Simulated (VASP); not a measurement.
A run of VASP 6.6.1 is set up as follows.

The input INCAR:

```
PREC = Accurate
ENCUT = 600
EDIFF = 1E-6
ISMEAR = 0
SIGMA = 0.1
LREAL = F
LASPH = T
NELM = 100
ALGO = Normal
ISIF = 3
LWAVE = F
LCHARG = F
GGA = PE
IBRION = 2
NSW = 90
EDIFFG = -0.04
```

File KPOINTS:

```
regular mesh
0
Gamma
  6 6 4
```

The input POSCAR:

```
SnTe3
1.0
    5.6110120100      0.0000000000      0.0000000000
   -2.8055060100      4.8592789400      0.0000000000
    0.0000000000      0.0000000000      5.3904511200
Sn Te
1 3
Direct
    0.0000000000      0.0000000000      0.0000000000
    0.5000000000      0.0000000000      0.0000000000
    0.0000000000      0.5000000000      0.0000000000
    0.5000000000      0.5000000000      0.0000000000
```

Potentials or basis: VASP PAW PBE potentials, release 64 (Sn_d, Te).

Launch:

```bash
$ cat potpaw_PBE.64/Sn_d/POTCAR potpaw_PBE.64/Te/POTCAR > POTCAR
$ mpirun -np 1 vasp_std > vasp.out
```

Problem. Estimate the relaxed volume.

Solution. 47.61 Å³/atom.

Problem. Estimate the space group after relaxing (to 0.1 Å).

Solution. P6/mmm (No. 191).

Problem. What does it give for the relaxed cell?

Solution. a = 6.388 Å, b = 6.388 Å, c = 5.388 Å, α = 90.00°, β = 90.00°, γ = 120.00°.

Step by step:
| step | energy change (eV) | largest force (eV/Å) | pressure (GPa) | volume (Å³) |
| --- | --- | --- | --- | --- |
| 1 | 0.0000 | 0.0000 | 22.78 | 146.97 |
| 2 | -0.3511 | 0.0000 | -4.68 | 279.04 |
| 3 | -3.3808 | 0.0000 | -1.15 | 196.51 |
| 4 | -3.4075 | 0.0000 | -0.53 | 193.17 |
| 5 | -3.4142 | 0.0000 | 0.04 | 190.43 |

Caveat: the volume moved by over 15 % at a fixed basis, so the end points are rough.
